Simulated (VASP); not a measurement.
# GeW (Fm-3m) in VASP: a series of runs

The runs below take GeW through single point, with BLYP+D3(BJ), BLYP+D4, PBE.

Everything below comes from runs of VASP 6.6.1. Logs are shortened: lines on timing, memory, paths and dates and some standing lists are left out, and cuts for length are marked.

**1. The cell of the first run**

Symmetry: Fm-3m, No. 225, cubic system. The conventional cell has a = 5.121 Å, b = 5.121 Å, c = 5.121 Å, α = 90.00°, β = 90.00°, γ = 90.00°. Within 3.4 Å of Ge (site symmetry m-3m) lie 6 W at 2.56 Å. Within 3.4 Å of W (site symmetry m-3m) lie 6 Ge at 2.56 Å.

**2. Single point, BLYP+D3(BJ)**

Contents of INCAR:

```
AGGAC = 1.0
AGGAX = 1.0
ALDAC = 0.0
ALDAX = 1.0
ALGO = Normal
EDIFF = 1E-6
ENCUT = 520
GGA = B5
ISIF = 2
ISMEAR = -1
IVDW = 12
LASPH = True
LCHARG = False
LREAL = False
LWAVE = False
NBANDS = 21
NELM = 100
PREC = Accurate
SIGMA = 0.05
VDW_A1 = 0.4298
VDW_A2 = 4.2359
VDW_S6 = 1.0
VDW_S8 = 2.6996
```

Contents of KPOINTS:

```
k-points
0
Gamma
  9 9 9
```

Contents of POSCAR:

```
GeW
1.0
    0.0000000000      2.5604850187      2.5604850187
    2.5604850187      0.0000000000      2.5604850187
    2.5604850187      2.5604850187      0.0000000000
Ge W
1 1
Direct
    0.5000000000      0.5000000000      0.5000000000
    0.0000000000      0.0000000000      0.0000000000
```

Potentials or basis: VASP PAW PBE potentials, release 64 (Ge_d, W_sv).

Command:

```bash
$ cat potpaw_PBE.64/Ge_d/POTCAR potpaw_PBE.64/W_sv/POTCAR > POTCAR
$ mpirun -np 1 vasp_std > vasp.out
```

OUTCAR:

```text
EDIFF = 1E-6
   ENCUT = 520
   GGA = B5
   ISIF = 2
   ISMEAR = -1
   IVDW = 12
   LASPH = True
   LREAL = False
   NELM = 100
   PREC = Accurate
 IVDW          = 12

 ion  position               nearest neighbor table
   1  0.500  0.500  0.500-   2 2.56   2 2.56   2 2.56   2 2.56   2 2.56   2 2.56
   2  0.000  0.000  0.000-   1 2.56   1 2.56   1 2.56   1 2.56   1 2.56   1 2.56

  LATTYP: Found a face centered cubic cell.
 ALAT       =     5.1209700374

  Lattice vectors:

 A1 = (   0.0000000000,   2.5604850187,   2.5604850187)
 A2 = (   2.5604850187,   0.0000000000,   2.5604850187)
 A3 = (   2.5604850187,   2.5604850187,   0.0000000000)

Analysis of symmetry for initial positions (statically):
=====================================================================
 Subroutine PRICEL returns:
 Original cell was already a primitive cell.

 Routine SETGRP: Setting up the symmetry group for a
 face centered cubic supercell.

 Subroutine GETGRP returns: Found 48 space group operations
 (whereof 48 operations were pure point group operations)
 out of a pool of 48 trial point group operations.

The static configuration has the point symmetry O_h .

Analysis of symmetry for dynamics (positions and initial velocities):
=====================================================================
 Subroutine PRICEL returns:
 Original cell was already a primitive cell.

 Routine SETGRP: Setting up the symmetry group for a
 face centered cubic supercell.

 Subroutine GETGRP returns: Found 48 space group operations
 (whereof 48 operations were pure point group operations)
 out of a pool of 48 trial point group operations.

The dynamic configuration has the point symmetry O_h .

 Subroutine INISYM returns: Found 48 space group operations
 (whereof 48 operations are pure point group operations),
 and found     1 'primitive' translations

----------------------------------------------------------------------------------------

                                     Primitive cell

  volume of cell :      33.5735

  direct lattice vectors                    reciprocal lattice vectors
     0.000000000  2.560485019  2.560485019    -0.195275503  0.195275503  0.195275503
     2.560485019  0.000000000  2.560485019     0.195275503 -0.195275503  0.195275503
     2.560485019  2.560485019  0.000000000     0.195275503  0.195275503 -0.195275503

  length of vectors
     3.621072640  3.621072640  3.621072640     0.338227093  0.338227093  0.338227093

  position of ions in fractional coordinates (direct lattice)
     0.500000000  0.500000000  0.500000000
     0.000000000  0.000000000  0.000000000

  ion indices of the primitive-cell ions
   primitive index   ion index
                 1           1
                 2           2

----------------------------------------------------------------------------------------

 KPOINTS: k-points

Automatic generation of k-mesh.
 Grid dimensions read from file:
 generate k-points for:    9    9    9

 Generating k-lattice:

  Cartesian coordinates                     Fractional coordinates (reciprocal lattice)
    -0.021697278  0.021697278  0.021697278     0.111111111  0.000000000  0.000000000
     0.021697278 -0.021697278  0.021697278     0.000000000  0.111111111  0.000000000
     0.021697278  0.021697278 -0.021697278     0.000000000  0.000000000  0.111111111

  Length of vectors
     0.037580788  0.037580788  0.037580788

  Shift w.r.t. Gamma in fractional coordinates (k-lattice)
     0.000000000  0.000000000  0.000000000

 Subroutine IBZKPT returns following result:
 ===========================================

 Found     35 irreducible k-points:

 Following reciprocal coordinates:
            Coordinates               Weight
  0.000000  0.000000  0.000000      1.000000
  0.111111  0.000000  0.000000      8.000000
  0.222222  0.000000  0.000000      8.000000
  0.333333  0.000000  0.000000      8.000000
  0.444444  0.000000  0.000000      8.000000
  0.111111  0.111111  0.000000      6.000000
[... 16 lines left out ...]
 -0.333333  0.333333  0.000000     12.000000
  0.444444  0.444444  0.000000      6.000000
 [... further k-points ...]
   k-points           NKPTS =     35   k-points in BZ     NKDIM =     35   number of bands    NBANDS=     21
   number of dos      NEDOS =    301   number of ions     NIONS =      2
   total plane-waves  NPLWV =  21952
   dimension x,y,z NGX =    28 NGY =   28 NGZ =   28
   dimension x,y,z NGXF=    56 NGYF=   56 NGZF=   56
   ions per type =               1   1
   NGX,Y,Z   is equivalent  to a cutoff of  12.85, 12.85, 12.85 a.u.
   NGXF,Y,Z  is equivalent  to a cutoff of  25.71, 25.71, 25.71 a.u.
 SYSTEM =  unknown system
   PREC   = accura    normal or accurate (medium, high low for compatibility)
   ISTART =      0    job   : 0-new  1-cont  2-samecut
   ICHARG =      2    charge: 1-file 2-atom 10-const
   ISPIN  =      1    spin polarized calculation?
   LNONCOLLINEAR =      F non collinear calculations
   LSORBIT =      F    spin-orbit coupling
   LASPH  =      T    aspherical Exc in radial PAW
   ENCUT  =  520.0 eV  38.22 Ry    6.18 a.u.   6.73  6.73  6.73*2*pi/ulx,y,z
   NELM   =    100;   NELMIN=  2; NELMDL= -5     # of ELM steps
   EDIFF  = 0.1E-05   stopping-criterion for ELM
   LREAL  =      F    real-space projection
   EDIFFG = 0.1E-04   stopping-criterion for IOM
   NSW    =      0    number of steps for IOM
   IBRION =     -1    ionic relax: 0-MD 1-quasi-New 2-CG
   NFREE  =      0    steps in history (QN), initial steepest desc. (CG)
   ISIF   =      2    stress and relaxation
   ISYM   =      2    0-nonsym 1-usesym 2-fastsym
   POTIM  = 0.5000    time-step for ionic-motion
   TEBEG  =    0.0;   TEEND  =   0.0 temperature during run
   PSTRESS=    0.0 pullay stress
   NELECT =      28.0000    total number of electrons
   NUPDOWN=      -1.0000    fix difference up-down
   EMIN   =  10.00;   EMAX   =-10.00  energy-range for DOS
   EFERMI =   0.00;   METHOD = LEGACY
   ISMEAR =    -1;   SIGMA  =   0.05  broadening in eV -4-tet -1-fermi 0-gaus
   EFERMI_NEDOS =   21; number of points for ismear=-14 and -15
   IALGO  =     38    algorithm
   IMIX   =      4    mixing-type and parameters
     AMIX     =   0.40;   BMIX     =  1.00
     AMIX_MAG =   1.60;   BMIX_MAG =  1.00
  volume/ion in A,a.u.               =      16.79       113.28
  Fermi-wavevector in a.u.,A,eV,Ry     =   1.540974  2.912018 32.308400  2.374600
  Thomas-Fermi vector in A             =   2.646985
   LORBIT       =      0    0 simple, 1 ext, 2 COOP (PROOUT), +10 PAW based schemes
   GGA     = B5    functional components
   LHFCALC =     F    Hartree Fock is set to
   AEXX    =    0.0000 exact exchange contribution
   IVDW    =    12    specifies the selected vdW correction
   LEPSILON=     F    determine dielectric tensor
   LRPA    =     F    only Hartree local field effects (RPA)
 non-spin polarized calculation
  energy-cutoff  :      520.00
  volume of cell :       33.57
 maximum number of plane-waves:       914
   NGX = 13   NGY = 13   NGZ = 13

 number of electron      27.9999985 magnetization

 Free energy of the ion-electron system (eV)
  ---------------------------------------------------
  ext. energy  EPLUGINS =         0.00000000
  ---------------------------------------------------
  free energy    TOTEN  =       -13.24777524 eV

  energy without entropy =      -13.22318978  energy(sigma->0) =      -13.23548251

 E-fermi :   9.8274     XC(G=0): -11.8758

 val. band max:        9.8269408635   @ k =   0.3333   0.2222   0.0000
 cond. band min:       9.8467247040   @ k =  -0.3333   0.2222   0.0000
 fundamental gap:      0.0197838405
 Fermi energy:         9.8273514827

 k-point     1 :       0.0000    0.0000    0.0000
  band No.  band energies     occupation
      1     -64.1715      2.00000
      2     -28.6406      2.00000
      3     -28.6406      2.00000
      4     -28.6406      2.00000
      5     -14.6900      2.00000
      6     -14.6900      2.00000
[... 13 lines left out ...]
     20      18.5392      0.00000
     21      25.3967      0.00000

 k-point     2 :       0.1111    0.0000    0.0000
  band No.  band energies     occupation
      1     -64.1710      2.00000
      2     -28.6540      2.00000
      3     -28.6430      2.00000
      4     -28.6430      2.00000
      5     -14.6851      2.00000
      6     -14.6851      2.00000
[... 13 lines left out ...]
     20      18.9342      0.00000
     21      23.0682      0.00000

 k-point     3 :       0.2222    0.0000    0.0000
  band No.  band energies     occupation
      1     -64.1699      2.00000
      2     -28.6880      2.00000
      3     -28.6492      2.00000
      4     -28.6492      2.00000
      5     -14.6725      2.00000
      6     -14.6725      2.00000
[... 13 lines left out ...]
     20      20.7277      0.00000
     21      21.7926      0.00000

 k-point     4 :       0.3333    0.0000    0.0000
  band No.  band energies     occupation
      1     -64.1686      2.00000
      2     -28.7263      2.00000
      3     -28.6563      2.00000
      4     -28.6563      2.00000
      5     -14.6584      2.00000
      6     -14.6584      2.00000
[... 13 lines left out ...]
     20      19.8951      0.00000
     21      19.8951      0.00000

 k-point     5 :       0.4444    0.0000    0.0000
  band No.  band energies     occupation
      1     -64.1678      2.00000
      2     -28.7511      2.00000
      3     -28.6609      2.00000
      4     -28.6609      2.00000
      5     -14.6492      2.00000
      6     -14.6492      2.00000
[... 13 lines left out ...]
     20      19.0723      0.00000
     21      19.0723      0.00000
[... 382 lines left out ...]
     20      21.3759      0.00000
     21      23.3958      0.00000

 k-point    22 :      -0.4444    0.3333    0.0000
  band No.  band energies     occupation
      1     -64.1667      2.00000
      2     -28.7292      2.00000
      3     -28.6985      2.00000
      4     -28.6762      2.00000
      5     -14.6757      2.00000
      6     -14.6643      2.00000
[... 13 lines left out ...]
     20      20.9465      0.00000
     21      22.5828      0.00000

 k-point    23 :      -0.3333    0.3333    0.0000
  band No.  band energies     occupation
      1     -64.1668      2.00000
      2     -28.7183      2.00000
      3     -28.7127      2.00000
      4     -28.6717      2.00000
      5     -14.6739      2.00000
      6     -14.6533      2.00000
[... 13 lines left out ...]
     20      21.1188      0.00000
     21      21.5045      0.00000

 k-point    24 :       0.4444    0.4444    0.0000
  band No.  band energies     occupation
      1     -64.1667      2.00000
      2     -28.7385      2.00000
      3     -28.6806      2.00000
      4     -28.6806      2.00000
      5     -14.6815      2.00000
      6     -14.6779      2.00000
[... 13 lines left out ...]
     20      22.1559      0.00000
     21      25.0069      0.00000

 [... further k-points ...]

------------------------ aborting loop because EDIFF is reached ----------------------------------------

 Edisp (eV)   -2.47391

 E8    (eV) :    -1.9015

  FORCE on cell =-STRESS in cart. coord.  units (eV):
  Direction    XX          YY          ZZ          XY          YZ          ZX
  --------------------------------------------------------------------------------------
  -------------------------------------------------------------------------------------
  Total       0.16665     0.16665     0.16665     0.00000    -0.00000     0.00000
  in kB       7.95265     7.95265     7.95265     0.00000    -0.00000     0.00000
  external pressure =        7.95 kB  Pullay stress =        0.00 kB

 VOLUME and BASIS-vectors are now :
 -----------------------------------------------------------------------------
  energy-cutoff  :      520.00
  volume of cell :       33.57
      direct lattice vectors                 reciprocal lattice vectors
     0.000000000  2.560485019  2.560485019    -0.195275503  0.195275503  0.195275503
     2.560485019  0.000000000  2.560485019     0.195275503 -0.195275503  0.195275503
     2.560485019  2.560485019  0.000000000     0.195275503  0.195275503 -0.195275503

 POSITION                                       TOTAL-FORCE (eV/Angst)
 -----------------------------------------------------------------------------------
      2.56049      2.56049      2.56049        -0.000000     -0.000000     -0.000000
      0.00000      0.00000      0.00000         0.000000      0.000000      0.000000
 -----------------------------------------------------------------------------------
    total drift:                                0.000000      0.000000      0.000000

  FREE ENERGIE OF THE ION-ELECTRON SYSTEM (eV)
  ---------------------------------------------------
  free  energy   TOTEN  =       -15.7216853331 eV

  energy  without entropy=      -15.6970998725  energy(sigma->0) =      -15.70939260
```

Run time: 27 s. Hardware: 1 thread of Intel Xeon Platinum 8259CL at 2.50GHz (Skylake/Cascade Lake), shared host; peak memory 0.18 GiB.

What came out:

```yaml
Free_energy: -15.7217 eV
Pressure: 0.8 GPa
Band_gap_on_the_k_mesh: zero (band 14 reaches 10.40 eV, above the bottom of band 15 at 8.63 eV)
Dispersion_energy_per_atom: -1.237 eV
```

Caveat: the PAW data sets were made with another functional, which shifts forces and pressure a little; spin-orbit coupling is left out, which moves the levels of the heavy elements; pairwise dispersion overbinds metals, which lowers pressure and volume.

**3. Single point, BLYP+D4**

This run uses another cell than the first one, of 17.07 Å³/atom, 1.017 times its volume.

Contents of INCAR:

```
AGGAC = 1.0
AGGAX = 1.0
ALDAC = 0.0
ALDAX = 1.0
ALGO = Normal
EDIFF = 1E-6
ENCUT = 520
GGA = B5
ISIF = 2
ISMEAR = -1
IVDW = 13
LASPH = True
LCHARG = False
LREAL = False
LWAVE = False
NBANDS = 21
NELM = 60
PREC = Accurate
SIGMA = 0.05
VDW_A1 = 0.44488865
VDW_A2 = 4.0933009
VDW_S6 = 1.0
VDW_S8 = 2.34076671
```

KPOINTS is that of step 2.

Contents of POSCAR:

```
GeW
1.0
    0.0000000000      2.5745849609      2.5745849609
    2.5745849609      0.0000000000      2.5745849609
    2.5745849609      2.5745849609      0.0000000000
Ge W
1 1
Direct
    0.5000000000      0.5000000000      0.5000000000
    0.0000000000      0.0000000000      0.0000000000
```

Potentials or basis: VASP PAW PBE potentials, release 64 (Ge_d, W_sv).

Command:

```bash
$ cat potpaw_PBE.64/Ge_d/POTCAR potpaw_PBE.64/W_sv/POTCAR > POTCAR
$ mpirun -np 1 vasp_std > vasp.out
```

Run time: 27 s. Hardware: 1 thread of Intel Xeon Platinum 8259CL at 2.50GHz (Skylake/Cascade Lake), shared host; peak memory 0.17 GiB.

Results (log left out):

- Free energy: -15.2410 eV
- Pressure: 0.7 GPa
- Band gap on the k mesh: zero (band 14 reaches 10.17 eV, above the bottom of band 15 at 8.44 eV)
- Dispersion energy per atom: -0.977 eV

Levels at points of the mesh, in eV from the Fermi level:
```csv
k point,band 10,band 11,band 12,band 13,band 14,band 15,band 16,band 17,band 18,band 19
"(0.00, 0.00, 0.00)",-12.29,-1.59,-1.59,-1.59,-0.88,-0.88,2.38,2.38,2.38,7.58
```

Caveat: the PAW data sets were made with another functional, which shifts forces and pressure a little; spin-orbit coupling is left out, which moves the levels of the heavy elements; pairwise dispersion overbinds metals, which lowers pressure and volume.

**4. Single point, PBE**

This run uses another cell than the first one, of 17.13 Å³/atom, 1.020 times its volume.

Contents of INCAR:

```
  PREC = Accurate
  ENCUT = 520
  EDIFF = 1E-6
  ISMEAR = 0
  SIGMA = 0.028999999999999998
  LREAL = False
  LASPH = True
  NELM = 80
  ALGO = Normal
  ISIF = 2
  LWAVE = False
  LCHARG = False
  GGA = PE
  NBANDS = 21
```

Contents of KPOINTS:

```
Automatic mesh
0
Gamma
  9 9 9
```

Contents of POSCAR:

```
GeW
1.0
    0.0000000000      2.5776100000      2.5776100000
    2.5776100000      0.0000000000      2.5776100000
    2.5776100000      2.5776100000      0.0000000000
Ge W
1 1
Direct
    0.5000000000      0.5000000000      0.5000000000
    0.0000000000      0.0000000000      0.0000000000
```

Command:

```bash
$ cat potpaw_PBE.64/Ge_d/POTCAR potpaw_PBE.64/W_sv/POTCAR > POTCAR
$ mpirun -np 1 vasp_std > vasp.out
```

Wall time 18 s (1 thread of Intel Xeon Platinum 8259CL at 2.50GHz (Skylake/Cascade Lake), shared host); peak memory 0.17 GiB.

Results (log left out):

```
Free energy            : -15.7034 eV
Pressure               : 0.4 GPa
Band gap on the k mesh : zero (band 14 reaches 9.59 eV, above the bottom of band 15 at 7.88 eV)
```

Levels at points of the mesh, in eV from the Fermi level:
| k point | band 12 | band 13 | band 14 | band 15 | band 16 | band 17 |
| --- | --- | --- | --- | --- | --- | --- |
| (0.00, 0.00, 0.00) | -1.60 | -1.60 | -0.86 | -0.86 | 2.45 | 2.45 |

Caveat: spin-orbit coupling is left out, which moves the levels of the heavy elements.

**5. Summary**

| level | cell | smearing | gap on the mesh (eV) | pressure (GPa) |
| --- | --- | --- | --- | --- |
| BLYP+D3(BJ) | a = 3.621 Å, angles 60.0°, 2 atoms | fermi-dirac 0.05 eV | none | 0.8 |
| BLYP+D4 | a = 3.641 Å, angles 60.0°, 2 atoms | fermi-dirac 0.05 eV | none | 0.7 |
| PBE | a = 3.645 Å, angles 60.0°, 2 atoms | gaussian 0.029 eV | none | 0.4 |

Alike in all rows: task single point; potentials or basis VASP PAW PBE potentials, release 64 (Ge_d, W_sv); no spin polarisation; k mesh 9 × 9 × 9; cutoff (eV) 520.

Caveats: spin-orbit coupling is left out, which moves the levels of the heavy elements; the PAW data sets were made with another functional, which shifts forces and pressure a little (some runs); pairwise dispersion overbinds metals, which lowers pressure and volume (some runs).

Total energies depend on the potentials used, so only differences within one code and one set of settings carry meaning.
